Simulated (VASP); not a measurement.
# HfC (CsCl type) (Pm-3m) in VASP: relaxation of cell and atoms with PBE

Aim: the relaxation of cell and atoms of HfC (CsCl type) with PBE.

Program: VASP 6.6.1. These are calculated values, not measurements. Logs are shortened: lines on timing, memory, paths and dates and some standing lists are left out, and cuts for length are marked.

## Step 1: The cell of the first run

The structure is cubic, space group Pm-3m (No. 221). The conventional cell has a = 2.745 Å, b = 2.745 Å, c = 2.745 Å, α = 90.00°, β = 90.00°, γ = 90.00°. Hf (site symmetry m-3m) has 8 C at 2.38 Å and 6 Hf at 2.75 Å within 3.1 Å. C (site symmetry m-3m) has 8 Hf at 2.38 Å and 6 C at 2.75 Å within 3.1 Å.

## Step 2: Relaxation of cell and atoms, PBE, target pressure 47 GPa, at which the enthalpy is minimised

Input file INCAR:

```
SYSTEM = HfC
PREC     = Accurate       ! precision mode
ENCUT    = 600            ! plane-wave cutoff, eV
EDIFF    = 1E-6           ! SCF threshold, eV
ISMEAR   = -1             ! smearing method
SIGMA    = 0.1            ! smearing width, eV
LREAL    = .FALSE.        ! projectors in reciprocal space
LASPH    = .TRUE.         ! aspherical terms in the spheres
NELM     = 80             ! most SCF steps
ALGO     = Normal         ! electronic algorithm
ISIF     = 3              ! what is computed and relaxed
LWAVE    = .FALSE.        ! write WAVECAR
LCHARG   = .FALSE.        ! write CHGCAR
GGA      = PE             ! functional
IBRION   = 2              ! ionic algorithm
NSW      = 32             ! ionic steps
EDIFFG   = -0.005         ! ionic threshold
PSTRESS  = 470.0
```

Input file KPOINTS:

```
regular mesh
0
G
  14 14 14
  0 0 0
```

Input file POSCAR:

```
HfC
1.0
    2.7453033562      0.0000000000      0.0000000000
    0.0000000000      2.7453033562      0.0000000000
    0.0000000000      0.0000000000      2.7453033562
Hf C
1 1
Direct
    0.0000000000      0.0000000000      0.0000000000
    0.5000000000      0.5000000000      0.5000000000
```

Potentials or basis: VASP PAW PBE potentials, release 64 (Hf_pv, C).

The run is started by

```sh
$ cat potpaw_PBE.64/Hf_pv/POTCAR potpaw_PBE.64/C/POTCAR > POTCAR
$ mpirun -np 1 vasp_std > vasp.out
```

OUTCAR:

```text
SYSTEM = HfC
   PREC = Accurate
   ENCUT = 600
   EDIFF = 1E-6
   ISMEAR = -1
   LREAL = .FALSE.
   LASPH = .TRUE.
   NELM = 80
   ISIF = 3
   GGA = PE
   IBRION = 2
   NSW = 32
   EDIFFG = -0.005
   PSTRESS = 470.0

 ion  position               nearest neighbor table
   1  0.000  0.000  0.000-   2 2.38   2 2.38   2 2.38   2 2.38   2 2.38   2 2.38   2 2.38   2 2.38

   2  0.500  0.500  0.500-   1 2.38   1 2.38   1 2.38   1 2.38   1 2.38   1 2.38   1 2.38   1 2.38

  LATTYP: Found a simple cubic cell.
 ALAT       =     2.7453033562

  Lattice vectors:

 A1 = (   2.7453033562,   0.0000000000,   0.0000000000)
 A2 = (   0.0000000000,   2.7453033562,   0.0000000000)
 A3 = (   0.0000000000,   0.0000000000,   2.7453033562)

Analysis of symmetry for initial positions (statically):
=====================================================================
 Subroutine PRICEL returns:
 Original cell was already a primitive cell.

 Routine SETGRP: Setting up the symmetry group for a
 simple cubic supercell.

 Subroutine GETGRP returns: Found 48 space group operations
 (whereof 48 operations were pure point group operations)
 out of a pool of 48 trial point group operations.

The static configuration has the point symmetry O_h .

Analysis of symmetry for dynamics (positions and initial velocities):
=====================================================================
 Subroutine PRICEL returns:
 Original cell was already a primitive cell.

 Routine SETGRP: Setting up the symmetry group for a
 simple cubic supercell.

 Subroutine GETGRP returns: Found 48 space group operations
 (whereof 48 operations were pure point group operations)
 out of a pool of 48 trial point group operations.

The dynamic configuration has the point symmetry O_h .

 Subroutine INISYM returns: Found 48 space group operations
 (whereof 48 operations are pure point group operations),
 and found     1 'primitive' translations

----------------------------------------------------------------------------------------

                                     Primitive cell

  volume of cell :      20.6905

  direct lattice vectors                    reciprocal lattice vectors
     2.745303356  0.000000000  0.000000000     0.364258470  0.000000000  0.000000000
     0.000000000  2.745303356  0.000000000     0.000000000  0.364258470  0.000000000
     0.000000000  0.000000000  2.745303356     0.000000000  0.000000000  0.364258470

  length of vectors
     2.745303356  2.745303356  2.745303356     0.364258470  0.364258470  0.364258470

  position of ions in fractional coordinates (direct lattice)
     0.000000000  0.000000000  0.000000000
     0.500000000  0.500000000  0.500000000

  ion indices of the primitive-cell ions
   primitive index   ion index
                 1           1
                 2           2

----------------------------------------------------------------------------------------

 KPOINTS: regular mesh

Automatic generation of k-mesh.
 Grid dimensions read from file:
 generate k-points for:   14   14   14

 Generating k-lattice:

  Cartesian coordinates                     Fractional coordinates (reciprocal lattice)
     0.026018462  0.000000000  0.000000000     0.071428571  0.000000000  0.000000000
     0.000000000  0.026018462  0.000000000     0.000000000  0.071428571  0.000000000
     0.000000000  0.000000000  0.026018462     0.000000000  0.000000000  0.071428571

  Length of vectors
     0.026018462  0.026018462  0.026018462

  Shift w.r.t. Gamma in fractional coordinates (k-lattice)
     0.000000000  0.000000000  0.000000000

 Subroutine IBZKPT returns following result:
 ===========================================

 Found    120 irreducible k-points:

 Following reciprocal coordinates:
            Coordinates               Weight
  0.000000  0.000000  0.000000      1.000000
  0.071429  0.000000  0.000000      6.000000
  0.142857  0.000000  0.000000      6.000000
  0.214286  0.000000  0.000000      6.000000
  0.285714  0.000000  0.000000      6.000000
  0.357143  0.000000  0.000000      6.000000
[... 16 lines left out ...]
  0.285714  0.214286  0.000000     24.000000
  0.357143  0.214286  0.000000     24.000000
 [... further k-points ...]
   k-points           NKPTS =    120   k-points in BZ     NKDIM =    120   number of bands    NBANDS=     11
   number of dos      NEDOS =    301   number of ions     NIONS =      2
   total plane-waves  NPLWV =  13824
   dimension x,y,z NGX =    24 NGY =   24 NGZ =   24
   dimension x,y,z NGXF=    48 NGYF=   48 NGZF=   48
   ions per type =               1   1
   NGX,Y,Z   is equivalent  to a cutoff of  14.53, 14.53, 14.53 a.u.
   NGXF,Y,Z  is equivalent  to a cutoff of  29.07, 29.07, 29.07 a.u.
 SYSTEM =  HfC
   PREC   = accura    normal or accurate (medium, high low for compatibility)
   ISTART =      0    job   : 0-new  1-cont  2-samecut
   ICHARG =      2    charge: 1-file 2-atom 10-const
   ISPIN  =      1    spin polarized calculation?
   LNONCOLLINEAR =      F non collinear calculations
   LSORBIT =      F    spin-orbit coupling
   LASPH  =      T    aspherical Exc in radial PAW
   ENCUT  =  600.0 eV  44.10 Ry    6.64 a.u.   5.48  5.48  5.48*2*pi/ulx,y,z
   NELM   =     80;   NELMIN=  2; NELMDL= -5     # of ELM steps
   EDIFF  = 0.1E-05   stopping-criterion for ELM
   LREAL  =      F    real-space projection
   EDIFFG = -.5E-02   stopping-criterion for IOM
   NSW    =     32    number of steps for IOM
   IBRION =      2    ionic relax: 0-MD 1-quasi-New 2-CG
   NFREE  =      1    steps in history (QN), initial steepest desc. (CG)
   ISIF   =      3    stress and relaxation
   ISYM   =      2    0-nonsym 1-usesym 2-fastsym
   POTIM  = 0.5000    time-step for ionic-motion
   TEBEG  =    0.0;   TEEND  =   0.0 temperature during run
   PSTRESS=  470.0 pullay stress
   NELECT =      14.0000    total number of electrons
   NUPDOWN=      -1.0000    fix difference up-down
   EMIN   =  10.00;   EMAX   =-10.00  energy-range for DOS
   EFERMI =   0.00;   METHOD = LEGACY
   ISMEAR =    -1;   SIGMA  =   0.10  broadening in eV -4-tet -1-fermi 0-gaus
   EFERMI_NEDOS =   21; number of points for ismear=-14 and -15
   IALGO  =     38    algorithm
   IMIX   =      4    mixing-type and parameters
     AMIX     =   0.40;   BMIX     =  1.00
     AMIX_MAG =   1.60;   BMIX_MAG =  1.00
  volume/ion in A,a.u.               =      10.35        69.81
  Fermi-wavevector in a.u.,A,eV,Ry     =   1.437233  2.715976 28.104719  2.065639
  Thomas-Fermi vector in A             =   2.556333
   LORBIT       =      0    0 simple, 1 ext, 2 COOP (PROOUT), +10 PAW based schemes
   GGA     = PE    functional components
   LHFCALC =     F    Hartree Fock is set to
   AEXX    =    0.0000 exact exchange contribution
   IVDW    =     0    specifies the selected vdW correction
   LEPSILON=     F    determine dielectric tensor
   LRPA    =     F    only Hartree local field effects (RPA)
 conjugate gradient relaxation of ions
 non-spin polarized calculation
  energy-cutoff  :      600.00
  volume of cell :       20.69
 maximum number of plane-waves:       739
 NGX is ok and might be reduce to    24
   NGX = 11   NGY = 11   NGZ = 11

--------------------------------------- Ionic step        1  -------------------------------------------

 number of electron      14.0000001 magnetization

 Free energy of the ion-electron system (eV)
  ---------------------------------------------------
  ext. energy  EPLUGINS =         0.00000000
  ---------------------------------------------------
  free energy    TOTEN  =       -17.93057423 eV

  energy without entropy =      -17.87540162  energy(sigma->0) =      -17.90298793

------------------------ aborting loop because EDIFF is reached ----------------------------------------

  FORCE on cell =-STRESS in cart. coord.  units (eV):
  Direction    XX          YY          ZZ          XY          YZ          ZX
  --------------------------------------------------------------------------------------
  -------------------------------------------------------------------------------------
  Total        5.8283196      5.8283196      5.8283196      0.0000000      0.0000000     -0.0000000
  in kB      451.3182747    451.3182747    451.3182747      0.0000000      0.0000000     -0.0000000
  external PRESSURE =     -18.6817253 kB  Pullay stress =     470.0000000 kB
[... 61 lines left out ...]
  enthalpy is  TOTEN    =       -11.8577960885 eV   P V=        5.9642267207

--------------------------------------- Ionic step        3  -------------------------------------------

 number of electron      14.0000001 magnetization

 Free energy of the ion-electron system (eV)
  ---------------------------------------------------
  ext. energy  EPLUGINS =         0.00000000
  ---------------------------------------------------
  free energy    TOTEN  =       -17.90084669 eV

  energy without entropy =      -17.84596254  energy(sigma->0) =      -17.87340462

 E-fermi :   8.0987     XC(G=0): -13.4130

 val. band max:        8.0977502222   @ k =   0.5000   0.3571   0.0000
 cond. band min:       8.0990307383   @ k =   0.2857   0.1429   0.0714
 fundamental gap:      0.0012805161
 Fermi energy:         8.0986724863

 k-point     1 :       0.0000    0.0000    0.0000
  band No.  band energies     occupation
      1     -21.2469      2.00000
      2     -21.2469      2.00000
      3     -21.2469      2.00000
      4      -5.6589      2.00000
      5       5.6135      2.00000
      6       5.6135      2.00000
      7       9.4302      0.00000
      8       9.4302      0.00000
      9       9.4302      0.00000
     10      15.4236      0.00000
     11      15.4236      0.00000
[... 309 lines left out ...]
 k-point    24 :       0.3571    0.2143    0.0000
  band No.  band energies     occupation
      1     -22.5935      2.00000
      2     -21.7811      2.00000
      3     -21.0368      2.00000
      4      -2.5424      2.00000
      5       2.7964      2.00000
      6       5.8820      2.00000
      7       7.7366      1.94787
      8       8.2889      0.25972
      9      13.4623      0.00000
     10      14.1644      0.00000
     11      15.5897      0.00000

 [... further k-points ...]

------------------------ aborting loop because EDIFF is reached ----------------------------------------

  FORCE on cell =-STRESS in cart. coord.  units (eV):
  Direction    XX          YY          ZZ          XY          YZ          ZX
  --------------------------------------------------------------------------------------
  -------------------------------------------------------------------------------------
  Total        6.0410619      6.0410619      6.0410619     -0.0000000      0.0000000     -0.0000000
  in kB      470.1425308    470.1425308    470.1425308     -0.0000000      0.0000000     -0.0000000
  external PRESSURE =       0.1425308 kB  Pullay stress =     470.0000000 kB
[... 17 lines left out ...]
  FREE ENERGIE OF THE ION-ELECTRON SYSTEM (eV)
  ---------------------------------------------------
  free  energy   TOTEN  =       -17.9008466934 eV

  energy  without entropy=      -17.8459625380  energy(sigma->0) =      -17.87340462

  enthalpy is  TOTEN    =       -11.8616161939 eV   P V=        6.0392304995

 reached required accuracy - stopping structural energy minimisation
```

Run time: 27 s. Hardware: 1 thread of Intel Xeon Platinum 8488C (Sapphire Rapids), shared host; peak memory 0.18 GiB.

Results:

* Free energy: -17.9008 eV
* Relaxed volume: 10.29 Å³/atom
* Relaxed cell: a = 2.741 Å, b = 2.741 Å, c = 2.741 Å, α = 90.00°, β = 90.00°, γ = 90.00°
* Space group after relaxing (to 0.1 Å): Pm-3m (No. 221)
* Energy change on relaxing (the run minimises the enthalpy): +14.9 meV/atom
* Ionic steps: 3
* Pressure after relaxing: 47.0 GPa
* Band gap on the k mesh: zero (bands 7 and 8 overlap by 2.44 eV)

Step by step:
| step | energy change (eV) | largest force (eV/Å) | pressure (GPa) | volume (Å³) |
| --- | --- | --- | --- | --- |
| 1 | 0.0000 | 0.0000 | 45.13 | 20.69 |
| 2 | 0.1086 | 0.0000 | 51.85 | 20.33 |
| 3 | 0.0297 | 0.0000 | 47.01 | 20.59 |

Final structure:
```
CELL_PARAMETERS angstrom
2.74072 0.00000 0.00000
0.00000 2.74072 0.00000
0.00000 0.00000 2.74072
ATOMIC_POSITIONS crystal
Hf 0.00000 0.00000 0.00000
C 0.50000 0.50000 0.50000
```

Levels at points of the mesh, in eV from the Fermi level:
```csv
k point,band 5,band 6,band 7,band 8,band 9,band 10
"(0.00, 0.00, 0.00)",-2.49,-2.49,1.33,1.33,1.33,7.32
"(0.50, 0.00, 0.00)",-7.48,-1.38,-1.38,-1.02,8.09,8.19
"(0.50, 0.50, 0.00)",-2.65,-2.65,-1.19,2.14,3.52,3.52
"(0.50, 0.50, 0.50)",-6.65,-6.65,-6.65,10.94,10.94,10.94
```

Caveat: the cell is relaxed towards a set pressure, so the run minimises the enthalpy, not the energy; spin-orbit coupling is left out, which moves the levels of the heavy elements.
